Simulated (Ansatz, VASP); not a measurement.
Two plane-wave programs on Tc

```
CELL_PARAMETERS angstrom
2.73936 0.00000 0.00000
-1.36968 2.37235 0.00000
0.00000 0.00000 8.68199
ATOMIC_POSITIONS crystal
Tc 0.66667 0.33333 0.75000
Tc 0.00000 0.00000 0.50000
Tc 0.33333 0.66667 0.25000
Tc 0.00000 0.00000 0.00000
```

Alike in both runs: functional PBE; k mesh 9 × 9 × 3; occupations fermi-dirac, width 0.05 eV; no spin polarisation.

```csv
,VASP,Ansatz
version,VASP 6.6.1,Ansatz 0.2.0
potentials or method,"VASP PAW PBE potentials, release 64 (Tc_pv)",Ansatz PAW earlier set
plane-wave cutoff (eV),520,500
valence electrons in the cell,52,60
task,single point,band structure
```

|  | VASP | Ansatz | Ansatz less VASP |
| --- | --- | --- | --- |
| gap on the k mesh at the Fermi level (eV) | none | none | - |
| pressure (GPa) | 6.8 | 7.5 | +0.69 |
| traceless stress, the component that is largest in VASP (GPa) | 0.83 | 0.87 | +0.036 |

A gap of «none» marks a metal or a gap that the smearing closes. With one functional, cell and mesh, what is left measures potentials, basis and numerics. VASP's potentials hold 52 valence electrons a cell and Ansatz's 60, so a difference there can come from the potentials and not from the codes.
